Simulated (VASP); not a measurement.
**Al4P: single point with PBE**

The system is Al4P.

```
CELL_PARAMETERS angstrom
-3.02864 3.02864 2.83606
3.02864 -3.02864 2.83606
3.02864 3.02864 -2.83606
ATOMIC_POSITIONS crystal
Al 0.28074 0.28074 0.56147
Al 0.71926 0.71926 0.43853
Al 0.28074 0.71926 0.00000
Al 0.71926 0.28074 0.00000
P 0.00000 0.00000 0.00000
```

```
Program             : VASP 6.6.1
Task                : single point
Functional          : PBE
Potentials or basis : VASP PAW PBE potentials, release 64 (Al, P)
Cutoff              : 520 eV
k mesh              : 10 × 10 × 10
Occupations         : gaussian, width 0.1 eV
Spin                : no spin polarisation
```

| Quantity | Value |
| --- | --- |
| Pressure | -0.1 GPa |
| Largest force | 0.005 eV/Å |

Forces in eV/Å, atoms in the order of the input:
```
Al  -0.004 -0.004  0.000
Al   0.004  0.004  0.000
Al   0.004 -0.004  0.000
Al  -0.004  0.004  0.000
P    0.000  0.000  0.000
```

Levels at points of the mesh, in eV from the Fermi level:
```csv
k point,band 4,band 5,band 6,band 7,band 8,band 9,band 10,band 11,band 12,band 13
"(0.00, 0.00, 0.00)",-4.53,-2.63,-2.48,-1.80,-1.80,-1.18,-1.18,-0.33,-0.31,2.57
"(0.50, 0.00, 0.00)",-4.38,-4.31,-3.88,-0.54,-0.28,0.32,1.62,1.82,2.23,2.32
"(0.50, 0.50, 0.00)",-4.73,-3.84,-1.87,-1.74,-0.87,-0.74,0.55,2.37,2.39,2.78
"(0.50, 0.50, 0.50)",-5.51,-4.90,-3.47,-0.76,-0.76,1.57,1.90,2.18,2.27,3.86
```

Wall time 76 s on 1 thread of Intel(R) Xeon(R) 6975P-C (Granite Rapids) (shared host), peak memory 0.32 GiB.
